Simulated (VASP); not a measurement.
# ZnB (P4/mmm) in VASP: a series of runs

ZnB is run at these levels: PBE; tasks: single point, relaxation of cell and atoms.

Everything below comes from runs of VASP 6.6.1. Logs are shortened: lines on timing, memory, paths and dates and some standing lists are left out, and cuts for length are marked.

## Step 1: The cell of the first run

The structure is tetragonal, space group P4/mmm (No. 123). Conventional cell: a = 2.517 Å, b = 2.517 Å, c = 3.346 Å, α = 90.00°, β = 90.00°, γ = 90.00°. Within 3.2 Å of Zn (site symmetry 4/mmm) lie 8 B at 2.44 Å and 4 Zn at 2.52 Å. Within 3.2 Å of B (site symmetry 4/mmm) lie 8 Zn at 2.44 Å and 4 B at 2.52 Å.

## Step 2: Single point, PBE

Input file INCAR:

```
SYSTEM = ZnB
PREC     = Accurate       ! precision mode
ENCUT    = 520            ! plane-wave cutoff, eV
EDIFF    = 1E-6           ! SCF threshold, eV
ISMEAR   = 0              ! smearing method
SIGMA    = 0.1            ! smearing width, eV
LREAL    = .False.        ! projectors in reciprocal space
LASPH    = .True.         ! aspherical terms in the spheres
NELM     = 100            ! most SCF steps
ALGO     = Normal         ! electronic algorithm
ISIF     = 2              ! what is computed and relaxed
LWAVE    = .False.        ! write WAVECAR
LCHARG   = .False.        ! write CHGCAR
GGA      = PE             ! functional
NBANDS   = 14             ! bands
```

Input file KPOINTS:

```
Automatic mesh
0
Gamma
  6 6 6
  0 0 0
```

Input file POSCAR:

```
ZnB
1.0
    2.5165063265      0.0000000000      0.0000000000
    0.0000000000      2.5165063265      0.0000000000
    0.0000000000      0.0000000000      3.3459004803
Zn B
1 1
Direct
    0.5000000000      0.5000000000      0.5000000000
    0.0000000000      0.0000000000      0.0000000000
```

Potentials or basis: VASP PAW PBE potentials, release 64 (Zn, B).

Run with:

```sh
> cat potpaw_PBE.64/Zn/POTCAR potpaw_PBE.64/B/POTCAR > POTCAR
> mpirun -np 1 vasp_std > vasp.out
```

OUTCAR:

```text
SYSTEM = ZnB
   PREC = Accurate
   ENCUT = 520
   EDIFF = 1E-6
   ISMEAR = 0
   LREAL = .False.
   LASPH = .True.
   NELM = 100
   ISIF = 2
   GGA = PE

 ion  position               nearest neighbor table
   1  0.500  0.500  0.500-   2 2.44   2 2.44   2 2.44   2 2.44   2 2.44   2 2.44   2 2.44   2 2.44

   2  0.000  0.000  0.000-   1 2.44   1 2.44   1 2.44   1 2.44   1 2.44   1 2.44   1 2.44   1 2.44

  LATTYP: Found a simple tetragonal cell.
 ALAT       =     2.5165063265
 C/A-ratio  =     1.3295815890

  Lattice vectors:

 A1 = (   2.5165063265,   0.0000000000,   0.0000000000)
 A2 = (   0.0000000000,   2.5165063265,   0.0000000000)
 A3 = (   0.0000000000,   0.0000000000,   3.3459004803)

Analysis of symmetry for initial positions (statically):
=====================================================================
 Subroutine PRICEL returns:
 Original cell was already a primitive cell.

 Routine SETGRP: Setting up the symmetry group for a
 simple tetragonal supercell.

 Subroutine GETGRP returns: Found 16 space group operations
 (whereof 16 operations were pure point group operations)
 out of a pool of 16 trial point group operations.

The static configuration has the point symmetry D_4h.

Analysis of symmetry for dynamics (positions and initial velocities):
=====================================================================
 Subroutine PRICEL returns:
 Original cell was already a primitive cell.

 Routine SETGRP: Setting up the symmetry group for a
 simple tetragonal supercell.

 Subroutine GETGRP returns: Found 16 space group operations
 (whereof 16 operations were pure point group operations)
 out of a pool of 16 trial point group operations.

The dynamic configuration has the point symmetry D_4h.

 Subroutine INISYM returns: Found 16 space group operations
 (whereof 16 operations are pure point group operations),
 and found     1 'primitive' translations

----------------------------------------------------------------------------------------

                                     Primitive cell

  volume of cell :      21.1889

  direct lattice vectors                    reciprocal lattice vectors
     2.516506327  0.000000000  0.000000000     0.397376311  0.000000000  0.000000000
     0.000000000  2.516506327  0.000000000     0.000000000  0.397376311  0.000000000
     0.000000000  0.000000000  3.345900480     0.000000000  0.000000000  0.298873205

  length of vectors
     2.516506327  2.516506327  3.345900480     0.397376311  0.397376311  0.298873205

  position of ions in fractional coordinates (direct lattice)
     0.500000000  0.500000000  0.500000000
     0.000000000  0.000000000  0.000000000

[... 85 lines left out ...]
   TEBEG  =    0.0;   TEEND  =   0.0 temperature during run
   PSTRESS=    0.0 pullay stress
   NELECT =      15.0000    total number of electrons
   NUPDOWN=      -1.0000    fix difference up-down
   EMIN   =  10.00;   EMAX   =-10.00  energy-range for DOS
   EFERMI =   0.00;   METHOD = LEGACY
   ISMEAR =     0;   SIGMA  =   0.10  broadening in eV -4-tet -1-fermi 0-gaus
   EFERMI_NEDOS =   21; number of points for ismear=-14 and -15
   IALGO  =     38    algorithm
   IMIX   =      4    mixing-type and parameters
     AMIX     =   0.40;   BMIX     =  1.00
     AMIX_MAG =   1.60;   BMIX_MAG =  1.00
  volume/ion in A,a.u.               =      10.59        71.49
  Fermi-wavevector in a.u.,A,eV,Ry     =   1.459046  2.757197 28.964277  2.128814
  Thomas-Fermi vector in A             =   2.575659
   LORBIT       =      0    0 simple, 1 ext, 2 COOP (PROOUT), +10 PAW based schemes
   GGA     = PE    functional components
   LHFCALC =     F    Hartree Fock is set to
   AEXX    =    0.0000 exact exchange contribution
   IVDW    =     0    specifies the selected vdW correction
   LEPSILON=     F    determine dielectric tensor
   LRPA    =     F    only Hartree local field effects (RPA)
 non-spin polarized calculation
 Gauss-broadening in eV      SIGMA  =   0.10
  energy-cutoff  :      520.00
  volume of cell :       21.19
 maximum number of plane-waves:       588
 NGX is ok and might be reduce to    20
   NGX =  9   NGY =  9   NGZ = 13

 number of electron      15.0000010 magnetization

 Free energy of the ion-electron system (eV)
  ---------------------------------------------------
  ext. energy  EPLUGINS =         0.00000000
  ---------------------------------------------------
  free energy    TOTEN  =        -5.60707805 eV

  energy without entropy =       -5.60530930  energy(sigma->0) =       -5.60619367

 E-fermi :   5.0609     XC(G=0): -12.1332

 val. band max:        5.0145183851   @ k =   0.5000   0.3333   0.3333
 cond. band min:       5.2199969137   @ k =   0.5000   0.0000   0.3333
 fundamental gap:      0.2054785286
 Fermi energy:         5.0608623522

 k-point     1 :       0.0000    0.0000    0.0000
  band No.  band energies     occupation
      1      -8.1012      2.00000
      2      -3.6579      2.00000
      3      -3.4116      2.00000
      4      -2.3797      2.00000
      5      -2.3797      2.00000
      6      -2.2140      2.00000
      7       2.5833      2.00000
      8       7.4801      0.00000
      9       9.7581      0.00000
     10       9.7581      0.00000
     11      18.0858      0.00000
     12      18.6663      0.00000
     13      21.3771      0.00000
     14      23.7398      0.00000
[... 377 lines left out ...]
      1      -4.1767      2.00000
      2      -3.5178      2.00000
      3      -2.6638      2.00000
      4      -2.6280      2.00000
      5      -2.3481      2.00000
      6      -0.9783      2.00000
      7      -0.2703      2.00000
      8       3.1119      2.00000
      9       5.2200      0.02442
     10      12.1202      0.00000
     11      15.6568      0.00000
     12      19.5797      0.00000
     13      23.3660      0.00000
     14      23.8257      0.00000

 [... further k-points ...]
[... 5 lines left out ...]
  --------------------------------------------------------------------------------------
  -------------------------------------------------------------------------------------
  Total        0.0474083      0.0474083      0.0659290      0.0000000      0.0000000      0.0000000
  in kB        3.5847231      3.5847231      4.9851437      0.0000000      0.0000000      0.0000000
  external PRESSURE =       4.0515300 kB  Pullay stress =       0.0000000 kB

 VOLUME and BASIS-vectors are now :
 -----------------------------------------------------------------------------
  energy-cutoff  :      520.00
  volume of cell :       21.19
      direct lattice vectors                 reciprocal lattice vectors
     2.516506327  0.000000000  0.000000000     0.397376311  0.000000000  0.000000000
     0.000000000  2.516506327  0.000000000     0.000000000  0.397376311  0.000000000
     0.000000000  0.000000000  3.345900480     0.000000000  0.000000000  0.298873205

 POSITION                                       TOTAL-FORCE (eV/Angst)
 -----------------------------------------------------------------------------------
      1.25825      1.25825      1.67295         0.000000      0.000000      0.000000
      0.00000      0.00000      0.00000         0.000000      0.000000      0.000000
 -----------------------------------------------------------------------------------
    total drift:                               -0.000000      0.000000      0.000000

  FREE ENERGIE OF THE ION-ELECTRON SYSTEM (eV)
  ---------------------------------------------------
  free  energy   TOTEN  =        -5.6070780482 eV

  energy  without entropy=       -5.6053092999  energy(sigma->0) =       -5.60619367
```

Run time: 6.5 s. Hardware: 1 thread of AMD EPYC 9R45 (Zen 5), shared host; peak memory 0.1 GiB.

What came out:

- Free energy: -5.6071 eV
- Pressure: 0.4 GPa

Levels at points of the mesh, in eV from the Fermi level:
```
           k point  band 5  band 6  band 7  band 8  band 9  band 10
(0.00, 0.00, 0.00)   -7.44   -7.27   -2.48    2.42    4.70     4.70
(0.50, 0.00, 0.00)   -7.75   -7.37   -5.40    2.25    5.79     6.63
(0.50, 0.50, 0.00)   -6.91   -3.51   -3.51   -1.27    2.34     3.35
(0.00, 0.00, 0.50)   -7.54   -7.35   -7.27    5.87    5.87     9.98
(0.50, 0.00, 0.50)   -7.32   -5.27   -4.91   -3.50   -1.05     7.08
(0.50, 0.50, 0.50)   -6.91   -0.96   -0.50   -0.50    1.50     2.26
```

Caveat: the k points lie up to 0.42 Å⁻¹ apart.

## Step 3: Relaxation of cell and atoms, PBE

This run uses another cell than the first one, of 12.95 Å³/atom, 1.222 times its volume.

Input file INCAR:

```
SYSTEM = ZnB
  ALGO = Normal
  EDIFF = 1E-7
  EDIFFG = -0.04
  ENCUT = 600
  GGA = PE
  IBRION = 2
  ISIF = 3
  ISMEAR = 0
  LASPH = .True.
  LCHARG = .False.
  LREAL = .False.
  LWAVE = .False.
  NELM = 100
  NSW = 90
  PREC = Accurate
  SIGMA = 0.1
```

Input file KPOINTS:

```
k-points
0
Gamma
  6 6 6
  0 0 0
```

Input file POSCAR:

```
ZnB
1.0
    2.8093236900      0.0000000000      0.0000000000
    0.0000000000      2.8093236900      0.0000000000
    0.0000000000      0.0000000000      3.2813762700
Zn B
1 1
Direct
    0.5000000000      0.5000000000      0.5000000000
    0.0000000000      0.0000000000      0.0000000000
```

Potentials or basis: VASP PAW PBE potentials, release 64 (Zn, B).

Run with:

```sh
> cat potpaw_PBE.64/Zn/POTCAR potpaw_PBE.64/B/POTCAR > POTCAR
> mpirun -np 1 vasp_std > vasp.out
```

Run time: 53 s. Hardware: 1 thread of AMD EPYC 9R45 (Zen 5), shared host; peak memory 0.13 GiB.

It converged, with:

| Quantity | Value |
| --- | --- |
| Free energy | -5.6086 eV |
| Relaxed volume | 10.64 Å³/atom |
| Relaxed cell | a = 2.521 Å, b = 2.521 Å, c = 3.348 Å, α = 90.00°, β = 90.00°, γ = 90.00° |
| Space group after relaxing (to 0.05 Å) | P4/mmm (No. 123) |
| Energy gained by relaxing | 175.7 meV/atom |
| Ionic steps | 9 |
| Pressure after relaxing | -0.2 GPa |

Stress tensor (GPa, compression positive):
```
-0.33  0.00  0.00
 0.00 -0.33  0.00
 0.00  0.00  0.18
```

The path:
```tsv
step	energy change (eV)	largest force (eV/Å)	pressure (GPa)	volume (Å³)
1	0.0000	0.0000	-13.01	25.90
2	-0.2076	0.0000	-1.79	22.15
3	-0.2126	0.0000	1.19	21.59
4	-0.3131	0.0000	3.89	20.74
5	-0.0107	0.0000	22.40	18.59
6	-0.3291	0.0000	6.88	20.30
7	-0.3426	0.0000	-1.90	21.56
8	-0.3498	0.0000	1.11	21.08
9	-0.3514	0.0000	-0.16	21.28
```

Final structure:
```
CELL_PARAMETERS angstrom
2.52132 0.00000 0.00000
0.00000 2.52132 0.00000
0.00000 0.00000 3.34775
ATOMIC_POSITIONS crystal
Zn 0.50000 0.50000 0.50000
B 0.00000 0.00000 0.00000
```

Levels at points of the mesh, in eV from the Fermi level:
```csv
k point,band 5,band 6,band 7,band 8,band 9,band 10
"(0.00, 0.00, 0.00)",-7.43,-7.27,-2.44,2.43,4.67,4.67
"(0.50, 0.00, 0.00)",-7.73,-7.36,-5.39,2.25,5.79,6.63
"(0.50, 0.50, 0.00)",-6.91,-3.49,-3.49,-1.29,2.31,3.34
"(0.00, 0.00, 0.50)",-7.53,-7.33,-7.26,5.84,5.84,9.95
"(0.50, 0.00, 0.50)",-7.31,-5.24,-4.89,-3.50,-1.06,7.04
"(0.50, 0.50, 0.50)",-6.91,-0.98,-0.49,-0.49,1.49,2.26
```

Caveat: the k points lie up to 0.42 Å⁻¹ apart in the final cell; the volume moved by over 15 % at a fixed basis, so the end points are rough.

## Step 4: Single point, PBE

This run uses another cell than the first one, of 10.65 Å³/atom, 1.005 times its volume.

Input file INCAR:

```
SYSTEM = ZnB
PREC = Accurate
ENCUT = 520
EDIFF = 1E-7
ISMEAR = 0
SIGMA = 0.1
LREAL = .FALSE.
LASPH = .TRUE.
NELM = 100
ALGO = Normal
ISIF = 2
LWAVE = .FALSE.
LCHARG = .FALSE.
GGA = PE
NBANDS = 14
```

Input file KPOINTS:

```
regular mesh
0
G
  22 22 16
  0 0 0
```

Input file POSCAR:

```
ZnB
1.0
    2.5051432327      0.0000000000      0.0000000000
    0.0000000000      2.5051432327      0.0000000000
    0.0000000000      0.0000000000      3.3925481679
Zn B
1 1
Direct
    0.5000000000      0.5000000000      0.5000000000
    0.0000000000      0.0000000000      0.0000000000
```

Run with:

```sh
> cat potpaw_PBE.64/Zn/POTCAR potpaw_PBE.64/B/POTCAR > POTCAR
> mpirun -np 1 vasp_std > vasp.out
```

Run time: 60 s. Hardware: 1 thread of Intel Xeon 6975P-C (Granite Rapids), shared host; peak memory 0.32 GiB.

Results (log left out):

```
Free energy : -5.5273 eV
Pressure    : 0.4 GPa
```

Stress tensor (GPa, compression positive):
```
0.37 0.00 0.00
0.00 0.37 0.00
0.00 0.00 0.48
```

Levels at points of the mesh, in eV from the Fermi level:
```
           k point  band 5  band 6  band 7  band 8  band 9  band 10
(0.00, 0.00, 0.00)   -7.45   -7.28   -2.70    2.01    4.84     4.84
(0.50, 0.00, 0.00)   -7.76   -7.38   -5.37    2.13    5.45     6.36
(0.50, 0.50, 0.00)   -6.92   -3.43   -3.43   -1.19    2.48     3.28
(0.00, 0.00, 0.50)   -7.54   -7.42   -7.28    5.93    5.93     9.68
(0.50, 0.00, 0.50)   -7.35   -5.29   -4.89   -3.57   -1.08     7.18
(0.50, 0.50, 0.50)   -6.91   -0.92   -0.55   -0.55    1.57     2.28
```

## Step 5: Relaxation of cell and atoms, PBE

Input file INCAR:

```
SYSTEM = ZnB
PREC = Accurate
ENCUT = 600
EDIFF = 1E-7
ISMEAR = 0
SIGMA = 0.1
LREAL = .FALSE.
LASPH = .TRUE.
NELM = 100
ALGO = Normal
ISIF = 3
LWAVE = .FALSE.
LCHARG = .FALSE.
GGA = PE
IBRION = 2
NSW = 100
EDIFFG = -0.01
```

KPOINTS is that of step 4.

Input file POSCAR:

```
ZnB
1.0
    2.5165063265      0.0000000000      0.0000000000
    0.0000000000      2.5165063265      0.0000000000
    0.0000000000      0.0000000000      3.3459004803
Zn B
1 1
Direct
    0.5000000000      0.5000000000      0.5000000000
    0.0000000000      0.0000000000      0.0000000000
```

Run with:

```sh
> cat potpaw_PBE.64/Zn/POTCAR potpaw_PBE.64/B/POTCAR > POTCAR
> mpirun -np 1 vasp_std > vasp.out
```

Run time: 2.7 min. Hardware: 1 thread of Intel Xeon 6975P-C (Granite Rapids), shared host; peak memory 0.34 GiB.

Results (log left out):

* Free energy: -5.5274 eV
* Relaxed volume: 10.69 Å³/atom
* Relaxed cell: a = 2.509 Å, b = 2.509 Å, c = 3.395 Å, α = 90.00°, β = 90.00°, γ = 90.00°
* Space group after relaxing (to 0.05 Å): P4/mmm (No. 123)
* Energy gained by relaxing: 1.8 meV/atom
* Ionic steps: 4
* Pressure after relaxing: -0.1 GPa

Stress tensor (GPa, compression positive):
```
-0.14  0.00  0.00
 0.00 -0.14  0.00
 0.00  0.00  0.04
```

Step by step:
| step | energy change (eV) | largest force (eV/Å) | pressure (GPa) | volume (Å³) |
| --- | --- | --- | --- | --- |
| 1 | 0.0000 | 0.0000 | 1.18 | 21.19 |
| 2 | -0.0032 | 0.0000 | -0.32 | 21.43 |
| 3 | -0.0033 | 0.0000 | -0.56 | 21.47 |
| 4 | -0.0036 | 0.0000 | -0.08 | 21.37 |

Final structure:
```
Zn B
1.0
     2.50906    0.00000    0.00000
     0.00000    2.50906    0.00000
     0.00000    0.00000    3.39490
Zn B
1 1
Direct
  0.50000 0.50000 0.50000
  0.00000 0.00000 0.00000
```

Levels at points of the mesh, in eV from the Fermi level:
| k point | band 3 | band 4 | band 5 | band 6 | band 7 | band 8 | band 9 | band 10 | band 11 |
| --- | --- | --- | --- | --- | --- | --- | --- | --- | --- |
| (0.00, 0.00, 0.00) | -8.48 | -7.44 | -7.44 | -7.27 | -2.68 | 2.01 | 4.82 | 4.82 | 13.16 |
| (0.50, 0.00, 0.00) | -8.22 | -7.98 | -7.74 | -7.37 | -5.37 | 2.13 | 5.45 | 6.37 | 7.09 |
| (0.50, 0.50, 0.00) | -8.02 | -7.64 | -6.91 | -3.41 | -3.41 | -1.21 | 2.46 | 3.28 | 8.45 |
| (0.00, 0.00, 0.50) | -8.71 | -7.53 | -7.53 | -7.40 | -7.27 | 5.91 | 5.91 | 9.66 | 14.20 |
| (0.50, 0.00, 0.50) | -7.72 | -7.41 | -7.34 | -5.27 | -4.87 | -3.57 | -1.08 | 7.15 | 11.45 |
| (0.50, 0.50, 0.50) | -8.49 | -7.32 | -6.91 | -0.93 | -0.55 | -0.55 | 1.56 | 2.28 | 2.28 |

## Step 6: Single point, PBE

This run uses another cell than the first one, of 12.95 Å³/atom, 1.222 times its volume.

Input file INCAR:

```
SYSTEM = ZnB
ALGO     = Normal         ! electronic algorithm
EDIFF    = 1E-7           ! SCF threshold, eV
ENCUT    = 520            ! plane-wave cutoff, eV
GGA      = PE             ! functional
ISIF     = 2              ! what is computed and relaxed
ISMEAR   = 0              ! smearing method
LASPH    = .True.         ! aspherical terms in the spheres
LCHARG   = .False.        ! write CHGCAR
LREAL    = .False.        ! projectors in reciprocal space
LWAVE    = .False.        ! write WAVECAR
NBANDS   = 14             ! bands
NELM     = 100            ! most SCF steps
PREC     = Accurate       ! precision mode
SIGMA    = 0.1            ! smearing width, eV
```

Input file KPOINTS:

```
k-points
0
Gamma
  6 6 6
  0 0 0
```

Input file POSCAR:

```
ZnB
1.0
    2.8093236900      0.0000000000      0.0000000000
    0.0000000000      2.8093236900      0.0000000000
    0.0000000000      0.0000000000      3.2813762700
Zn B
1 1
Direct
    0.5000000000      0.5000000000      0.5000000000
    0.0000000000      0.0000000000      0.0000000000
```

Potentials or basis: VASP PAW PBE potentials, release 64 (Zn, B).

Run with:

```sh
> cat potpaw_PBE.64/Zn/POTCAR potpaw_PBE.64/B/POTCAR > POTCAR
> mpirun -np 1 vasp_std > vasp.out
```

Run time: 4.5 s. Hardware: 1 thread of Intel Xeon 6975P-C (Granite Rapids), shared host; peak memory 0.14 GiB.

The run converged. Its results:

| Quantity | Value |
| --- | --- |
| Free energy | -5.2573 eV |
| Pressure | -13.0 GPa |

Stress tensor (GPa, compression positive):
```
-14.11   0.00   0.00
  0.00 -14.11   0.00
  0.00   0.00 -10.67
```

Levels at points of the mesh, in eV from the Fermi level:
```csv
k point,band 4,band 5,band 6,band 7,band 8,band 9,band 10,band 11
"(0.00, 0.00, 0.00)",-6.94,-6.94,-6.86,-0.27,3.12,3.12,3.75,10.01
"(0.50, 0.00, 0.00)",-7.38,-7.14,-6.90,-5.25,2.75,5.04,6.82,7.20
"(0.50, 0.50, 0.00)",-7.16,-6.64,-3.12,-3.12,-2.53,0.71,3.53,9.14
"(0.00, 0.00, 0.50)",-7.07,-7.07,-6.85,-6.29,4.48,4.48,8.74,10.37
"(0.50, 0.00, 0.50)",-6.98,-6.79,-3.94,-3.75,-3.54,-1.07,5.25,11.02
"(0.50, 0.50, 0.50)",-6.79,-6.64,-2.02,-0.11,-0.11,0.87,2.35,2.35
```

Caveat: the k points lie up to 0.37 Å⁻¹ apart.

## Step 7: Summary

```csv
task,cell,k mesh,cutoff (eV),gap on the mesh (eV),pressure (GPa),relaxed volume (Å³/atom)
single point,"a = 2.517, b = 2.517, c = 3.346 Å, 2 atoms",6 × 6 × 6,520,none,0.4,-
relaxation of cell and atoms,"relaxed from a = 2.809, b = 2.809, c = 3.281 Å, 2 atoms",6 × 6 × 6,600,none,-0.2,10.64
single point,"a = 2.505, b = 2.505, c = 3.393 Å, 2 atoms",22 × 22 × 16,520,none,0.4,-
relaxation of cell and atoms,"relaxed from a = 2.517, b = 2.517, c = 3.346 Å, 2 atoms",22 × 22 × 16,600,none,-0.1,10.69
single point,"a = 2.809, b = 2.809, c = 3.281 Å, 2 atoms",6 × 6 × 6,520,none,-13.0,-
```

Alike in all rows: level PBE; potentials or basis VASP PAW PBE potentials, release 64 (Zn, B); no spin polarisation; smearing gaussian 0.1 eV.

Caveats: some runs use coarse meshes; the volume moved by over 15 % at a fixed basis, so the end points are rough (some runs).

Absolute energies hang on the potentials; compare differences alone.
